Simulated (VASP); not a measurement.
This VASP 6.6.1 run on CeO2 needs a look.

File POSCAR:

```
CeO2
1.0
    0.0000000000      2.7036500000      2.7036500000
    2.7036500000      0.0000000000      2.7036500000
    2.7036500000      2.7036500000      0.0000000000
Ce O
1 2
Direct
    0.0000000000      0.0000000000      0.0000000000
    0.7500000000      0.7500000000      0.7500000000
    0.2500000000      0.2500000000      0.2500000000
```

The input INCAR.step1:

```
SYSTEM = CeO2
GGA = CA ; ISPIN = 2
MAGMOM = 1 0 0 ; LORBIT = 11
LDAU = .True. ; LDAUTYPE = 2
LDAUL = 3 -1 ; LDAUU = 5 0
LDAUJ = 0 0 ; ISMEAR = 0
SIGMA = 0.03 ; LWAVE = .False.
LCHARG = .True. ; NBANDS = 36
PREC = Accurate ; LASPH = .True.
LREAL = .False. ; ALGO = Normal
EDIFF = 1E-6 ; NELM = 200
GGA_COMPAT = .False. ; ENCUT = 460
EFERMI = MIDGAP ; LMAXMIX = 6
KPAR = 8
```

Contents of KPOINTS.step1:

```
k-points
0
Gamma
  7 7 7
```

The input INCAR.step2:

```
SYSTEM = CeO2
GGA = CA ; ISPIN = 2
MAGMOM = 1 0 0 ; LORBIT = 11
LDAU = .True. ; LDAUTYPE = 2
LDAUL = 3 -1 ; LDAUU = 5 0
LDAUJ = 0 0 ; ISMEAR = -5
LWAVE = .False. ; LCHARG = .False.
NBANDS = 36 ; PREC = Accurate
LASPH = .True. ; LREAL = .False.
ALGO = Normal ; EDIFF = 1E-6
NELM = 73 ; GGA_COMPAT = .False.
ENCUT = 460 ; EFERMI = MIDGAP
LMAXMIX = 6 ; NEDOS = 2001
EMIN = -10.5096 ; EMAX = 14.4904
ICHARG = 11
```

The input KPOINTS.step2:

```
Automatic mesh
0
Gamma
  1 1 1
  0 0 0
```

Potentials or basis: VASP PAW LDA potentials, release 64 (Ce, O).

Launch:

```bash
$ cat potpaw_LDA.64/Ce/POTCAR potpaw_LDA.64/O/POTCAR > POTCAR
$ cp INCAR.step1 INCAR
$ cp KPOINTS.step1 KPOINTS
$ mpirun -np 8 vasp_std > vasp.out
$ cp INCAR.step2 INCAR
$ cp KPOINTS.step2 KPOINTS
$ mpirun -np 8 vasp_std > vasp.out
```

OUTCAR:

```text
SYSTEM = CeO2
   GGA = CA
   ISPIN = 2
   LORBIT = 11
   ISMEAR = -5
   PREC = Accurate
   LASPH = .True.
   LREAL = .False.
   EDIFF = 1E-6
   NELM = 73
   ENCUT = 460
   EFERMI = MIDGAP
   EMIN = -10.5096
   ICHARG = 11

|       ---->  I REFUSE TO CONTINUE WITH THIS SICK JOB ... BYE!!! <----       |
|                                                                             |
 -----------------------------------------------------------------------------
```

On the terminal:

```text
POSCAR found type information on POSCAR CeO
 POSCAR found :  2 types and       3 ions
 scaLAPACK will be used
[... 42 lines left out ...]
1
1
1
```

What happened, and what is wrong with the input?

The program refused the input. The input holds a flaw that was put in on purpose: tetrahedra on too few k points (KPAR = left out; k = 1 × 1 × 1).

A sound run on the same cell differs in these lines of the main input:
```diff
@@ -11 +11 @@
-NELM = 73 ; GGA_COMPAT = .False.
+NELM = 200 ; GGA_COMPAT = .False.
@@ -15 +15 @@
-ICHARG = 11
+ICHARG = 11 ; KPAR = 8
```
